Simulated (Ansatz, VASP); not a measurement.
## NaLa: VASP beside Ansatz

```xyz
2
Lattice="3.5461 0.0000 0.0000 -1.7731 3.0710 0.0000 0.0000 0.0000 6.7054" Properties=species:S:1:pos:R:3 pbc="T T T"
Na    0.0000    0.0000    0.0000
La    0.0000    2.0474    3.3527
```

Alike in both runs: task single point; functional b88 exchange, pbe correlation; k mesh 7 × 7 × 4; no spin polarisation.

```csv
,VASP,Ansatz
version,VASP 6.6.1,Ansatz 0.2.0
potentials or method,"VASP PAW PBE potentials, release 64 (Na_pv, La), cutoff 500 eV","plane waves, PAW"
occupations,"gaussian, width 0.1 eV",gaussian
valence electrons in the cell,18,20
```

```tsv
	VASP	Ansatz	Ansatz less VASP
pressure (GPa)	0.0	0.0	+0.01
traceless stress, the component that is largest in VASP (GPa)	-0.50	-0.50	+0.003
```

VASP's potentials were made for PBE, not for b88 exchange, pbe correlation. VASP's potentials hold 18 valence electrons a cell and Ansatz's 20, so a difference there can come from the potentials and not from the codes. Ansatz's warnings: structure snapped to symmetry.

Neither program's run includes spin-orbit coupling.
